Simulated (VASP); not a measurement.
# Cl (Pm-3m) in VASP: a series of runs, part 3 of 3

VASP 6.6.1. Earlier steps stand in the parts before.

## Step 5: Single point, PBEsol (volume scaled by 0.5)

The input, INCAR:

```
PREC = Accurate
ENCUT = 520
EDIFF = 1E-6
ISMEAR = -1
SIGMA = 0.08
LREAL = False
LASPH = True
NELM = 80
ALGO = Normal
ISIF = 2
LWAVE = False
LCHARG = True
GGA = PS
LELF = True
LVHAR = True
NBANDS = 10
```

The input, KPOINTS:

```
regular mesh
0
Gamma
  15 15 15
```

The input, POSCAR:

```
Cl
1.0
    2.2115069319      0.0000000000      0.0000000000
    0.0000000000      2.2115069319      0.0000000000
    0.0000000000      0.0000000000      2.2115069319
Cl
1
Direct
    0.0000000000      0.0000000000      0.0000000000
```

Potentials or basis: VASP PAW PBE potentials, release 64 (Cl).

Started as:

```console
> cat potpaw_PBE.64/Cl/POTCAR > POTCAR
> mpirun -np 1 vasp_std > vasp.out
```

OUTCAR:

```text
PREC = Accurate
   ENCUT = 520
   EDIFF = 1E-6
   ISMEAR = -1
   LREAL = False
   LASPH = True
   NELM = 80
   ISIF = 2
   GGA = PS

 ion  position               nearest neighbor table
   1  0.000  0.000  0.000-

  LATTYP: Found a simple cubic cell.
 ALAT       =     2.2115069319

  Lattice vectors:

 A1 = (   2.2115069319,   0.0000000000,   0.0000000000)
 A2 = (   0.0000000000,   2.2115069319,   0.0000000000)
 A3 = (   0.0000000000,   0.0000000000,   2.2115069319)

Analysis of symmetry for initial positions (statically):
=====================================================================
 Subroutine PRICEL returns:
 Original cell was already a primitive cell.

 Routine SETGRP: Setting up the symmetry group for a
 simple cubic supercell.

 Subroutine GETGRP returns: Found 48 space group operations
 (whereof 48 operations were pure point group operations)
 out of a pool of 48 trial point group operations.

The static configuration has the point symmetry O_h .

Analysis of symmetry for dynamics (positions and initial velocities):
=====================================================================
 Subroutine PRICEL returns:
 Original cell was already a primitive cell.

 Routine SETGRP: Setting up the symmetry group for a
 simple cubic supercell.

 Subroutine GETGRP returns: Found 48 space group operations
 (whereof 48 operations were pure point group operations)
 out of a pool of 48 trial point group operations.

The dynamic configuration has the point symmetry O_h .

 Subroutine INISYM returns: Found 48 space group operations
 (whereof 48 operations are pure point group operations),
 and found     1 'primitive' translations

----------------------------------------------------------------------------------------

                                     Primitive cell

  volume of cell :      10.8160

  direct lattice vectors                    reciprocal lattice vectors
     2.211506932  0.000000000  0.000000000     0.452180360  0.000000000  0.000000000
     0.000000000  2.211506932  0.000000000     0.000000000  0.452180360  0.000000000
     0.000000000  0.000000000  2.211506932     0.000000000  0.000000000  0.452180360

  length of vectors
     2.211506932  2.211506932  2.211506932     0.452180360  0.452180360  0.452180360

  position of ions in fractional coordinates (direct lattice)
     0.000000000  0.000000000  0.000000000

  ion indices of the primitive-cell ions
   primitive index   ion index
                 1           1

----------------------------------------------------------------------------------------

 KPOINTS: regular mesh

Automatic generation of k-mesh.
 Grid dimensions read from file:
 generate k-points for:   15   15   15

 Generating k-lattice:

  Cartesian coordinates                     Fractional coordinates (reciprocal lattice)
     0.030145357  0.000000000  0.000000000     0.066666667  0.000000000  0.000000000
     0.000000000  0.030145357  0.000000000     0.000000000  0.066666667  0.000000000
     0.000000000  0.000000000  0.030145357     0.000000000  0.000000000  0.066666667

  Length of vectors
     0.030145357  0.030145357  0.030145357

  Shift w.r.t. Gamma in fractional coordinates (k-lattice)
     0.000000000  0.000000000  0.000000000

 Subroutine IBZKPT returns following result:
 ===========================================

 Found    120 irreducible k-points:

 Following reciprocal coordinates:
            Coordinates               Weight
  0.000000  0.000000  0.000000      1.000000
  0.066667  0.000000  0.000000      6.000000
  0.133333  0.000000  0.000000      6.000000
  0.200000  0.000000  0.000000      6.000000
  0.266667  0.000000  0.000000      6.000000
  0.333333  0.000000  0.000000      6.000000
[... 16 lines left out ...]
  0.266667  0.200000  0.000000     24.000000
  0.333333  0.200000  0.000000     24.000000
 [... further k-points ...]
   k-points           NKPTS =    120   k-points in BZ     NKDIM =    120   number of bands    NBANDS=     10
   number of dos      NEDOS =    301   number of ions     NIONS =      1
   total plane-waves  NPLWV =   4096
   dimension x,y,z NGX =    16 NGY =   16 NGZ =   16
   dimension x,y,z NGXF=    32 NGYF=   32 NGZF=   32
   ions per type =               1
   NGX,Y,Z   is equivalent  to a cutoff of  12.03, 12.03, 12.03 a.u.
   NGXF,Y,Z  is equivalent  to a cutoff of  24.06, 24.06, 24.06 a.u.
 SYSTEM =  unknown system
   PREC   = accura    normal or accurate (medium, high low for compatibility)
   ISTART =      0    job   : 0-new  1-cont  2-samecut
   ICHARG =      2    charge: 1-file 2-atom 10-const
   ISPIN  =      1    spin polarized calculation?
   LNONCOLLINEAR =      F non collinear calculations
   LSORBIT =      F    spin-orbit coupling
   LASPH  =      T    aspherical Exc in radial PAW
   ENCUT  =  520.0 eV  38.22 Ry    6.18 a.u.   4.11  4.11  4.11*2*pi/ulx,y,z
   NELM   =     80;   NELMIN=  2; NELMDL= -5     # of ELM steps
   EDIFF  = 0.1E-05   stopping-criterion for ELM
   LREAL  =      F    real-space projection
   EDIFFG = 0.1E-04   stopping-criterion for IOM
   NSW    =      0    number of steps for IOM
   IBRION =     -1    ionic relax: 0-MD 1-quasi-New 2-CG
   NFREE  =      0    steps in history (QN), initial steepest desc. (CG)
   ISIF   =      2    stress and relaxation
   ISYM   =      2    0-nonsym 1-usesym 2-fastsym
   POTIM  = 0.5000    time-step for ionic-motion
   TEBEG  =    0.0;   TEEND  =   0.0 temperature during run
   PSTRESS=    0.0 pullay stress
   NELECT =       7.0000    total number of electrons
   NUPDOWN=      -1.0000    fix difference up-down
   EMIN   =  10.00;   EMAX   =-10.00  energy-range for DOS
   EFERMI =   0.00;   METHOD = LEGACY
   ISMEAR =    -1;   SIGMA  =   0.08  broadening in eV -4-tet -1-fermi 0-gaus
   EFERMI_NEDOS =   21; number of points for ismear=-14 and -15
   IALGO  =     38    algorithm
   IMIX   =      4    mixing-type and parameters
     AMIX     =   0.40;   BMIX     =  1.00
     AMIX_MAG =   1.60;   BMIX_MAG =  1.00
  volume/ion in A,a.u.               =      10.82        72.99
  Fermi-wavevector in a.u.,A,eV,Ry     =   1.416074  2.675991 27.283285  2.005265
  Thomas-Fermi vector in A             =   2.537446
   LORBIT       =      0    0 simple, 1 ext, 2 COOP (PROOUT), +10 PAW based schemes
   GGA     = PS    functional components
   LHFCALC =     F    Hartree Fock is set to
   AEXX    =    0.0000 exact exchange contribution
   IVDW    =     0    specifies the selected vdW correction
   LEPSILON=     F    determine dielectric tensor
   LRPA    =     F    only Hartree local field effects (RPA)
 non-spin polarized calculation
  energy-cutoff  :      520.00
  volume of cell :       10.82
 maximum number of plane-waves:       300
   NGX =  9   NGY =  9   NGZ =  9

 number of electron       7.0000001 magnetization

 Free energy of the ion-electron system (eV)
  ---------------------------------------------------
  ext. energy  EPLUGINS =         0.00000000
  ---------------------------------------------------
  free energy    TOTEN  =         1.37955617 eV

  energy without entropy =        1.38875575  energy(sigma->0) =        1.38415596

 E-fermi :  14.6086     XC(G=0): -13.0712

 val. band max:       14.6006020610   @ k =   0.3333   0.0667   0.0000
 cond. band min:      14.6614490849   @ k =   0.1333   0.1333   0.0000
 fundamental gap:      0.0608470239
 Fermi energy:        14.6086293464

 k-point     1 :       0.0000    0.0000    0.0000
  band No.  band energies     occupation
      1     -10.6034      2.00000
      2      14.0421      1.99832
      3      14.0421      1.99832
      4      14.0421      1.99832
      5      20.1852      0.00000
      6      20.1852      0.00000
      7      26.3499      0.00000
      8      40.6514      0.00000
      9      40.6514      0.00000
     10      40.6514      0.00000

 k-point     2 :       0.0667    0.0000    0.0000
  band No.  band energies     occupation
      1     -10.4898      2.00000
      2      12.7817      2.00000
      3      14.1211      1.99550
      4      14.1211      1.99550
      5      20.2789      0.00000
      6      21.3449      0.00000
      7      26.7188      0.00000
      8      39.6703      0.00000
      9      39.6703      0.00000
     10      40.7136      0.00000
[... 274 lines left out ...]
 k-point    24 :       0.3333    0.2000    0.0000
  band No.  band energies     occupation
      1      -6.9623      2.00000
      2       3.9851      2.00000
      3       9.9449      2.00000
      4      16.3286      0.00000
      5      23.2442      0.00000
      6      25.6455      0.00000
      7      32.0762      0.00000
      8      32.8244      0.00000
      9      35.9841      0.00000
     10      36.9916      0.00000

 [... further k-points ...]

------------------------ aborting loop because EDIFF is reached ----------------------------------------

  FORCE on cell =-STRESS in cart. coord.  units (eV):
  Direction    XX          YY          ZZ          XY          YZ          ZX
  --------------------------------------------------------------------------------------
  -------------------------------------------------------------------------------------
  Total       10.0112944     10.0112944     10.0112944     -0.0000000      0.0000000      0.0000000
  in kB     1482.9820685   1482.9820685   1482.9820685     -0.0000000      0.0000000      0.0000000
  external PRESSURE =    1482.9820685 kB  Pullay stress =       0.0000000 kB

 VOLUME and BASIS-vectors are now :
 -----------------------------------------------------------------------------
  energy-cutoff  :      520.00
  volume of cell :       10.82
      direct lattice vectors                 reciprocal lattice vectors
     2.211506932  0.000000000  0.000000000     0.452180360  0.000000000  0.000000000
     0.000000000  2.211506932  0.000000000     0.000000000  0.452180360  0.000000000
     0.000000000  0.000000000  2.211506932     0.000000000  0.000000000  0.452180360

 POSITION                                       TOTAL-FORCE (eV/Angst)
 -----------------------------------------------------------------------------------
      0.00000      0.00000      0.00000         0.000000      0.000000      0.000000
 -----------------------------------------------------------------------------------
    total drift:                               -0.000000     -0.000000      0.000000

  FREE ENERGIE OF THE ION-ELECTRON SYSTEM (eV)
  ---------------------------------------------------
  free  energy   TOTEN  =         1.3795561746 eV

  energy  without entropy=        1.3887557533  energy(sigma->0) =        1.38415596
```

OSZICAR:

```text
N       E                     dE             d eps       ncg     rms          rms(c)
DAV:   1     0.168961965320E+02    0.16896E+02   -0.35221E+03  2528   0.572E+02
DAV:   2     0.167700396906E+01   -0.15219E+02   -0.14129E+02  3246   0.106E+02
DAV:   3     0.133672171431E+01   -0.34028E+00   -0.33611E+00  2856   0.120E+01
DAV:   4     0.133602146487E+01   -0.70025E-03   -0.70019E-03  2810   0.679E-01
DAV:   5     0.133602026422E+01   -0.12007E-05   -0.11989E-05  2842   0.268E-02    0.374E+01
DAV:   6     0.137021059650E+01    0.34190E-01   -0.31316E-02  2550   0.103E+00    0.220E+01
DAV:   7     0.137874139796E+01    0.85308E-02   -0.37513E-02  2566   0.115E+00    0.548E-01
DAV:   8     0.137955886750E+01    0.81747E-03   -0.24455E-03  2502   0.305E-01    0.271E-02
DAV:   9     0.137955694608E+01   -0.19214E-05   -0.15595E-05  2756   0.346E-02    0.131E-02
DAV:  10     0.137955617458E+01   -0.77150E-06   -0.13675E-06  1752   0.798E-03
   1 F= 0.13795562E+01 E0= 0.13841560E+01  d E =-.919958E-02
```

stdout:

```text
POSCAR found type information on POSCAR Cl
 POSCAR found :  1 types and       1 ions
 scaLAPACK will be used
 -----------------------------------------------------------------------------
|                                                                             |
|                                                                             |
|     You enforced a specific xc type in the INCAR file but a different       |
|     I HOPE YOU KNOW WHAT YOU ARE DOING!                                     |
|                                                                             |
 -----------------------------------------------------------------------------

 LDA part: xc-table for (Slater+PW92), standard interpolation
 POSCAR, INCAR and KPOINTS ok, starting setup
 FFT: planning ... GRIDC
 FFT: planning ... GRID_SOFT
 FFT: planning ... GRID
 WAVECAR not read
 entering main loop
```

Wall time 4.5 s (1 thread of AMD EPYC 9R45 (Zen 5), shared host); peak memory 0.08 GiB.

Results:

```
Free energy : 1.3796 eV
Pressure    : 148.3 GPa
```

Levels at points of the mesh, in eV from the Fermi level:
| k point | band 1 | band 2 | band 3 | band 4 | band 5 | band 6 | band 7 | band 8 | band 9 |
| --- | --- | --- | --- | --- | --- | --- | --- | --- | --- |
| (0.00, 0.00, 0.00) | -25.21 | -0.57 | -0.57 | -0.57 | 5.58 | 5.58 | 11.74 | 26.04 | 26.04 |

Caveat: the PAW data sets were made with another functional, which shifts forces and pressure a little; an odd number of electrons without spin polarisation forces a metal; a magnetic or distorted state may lie lower.
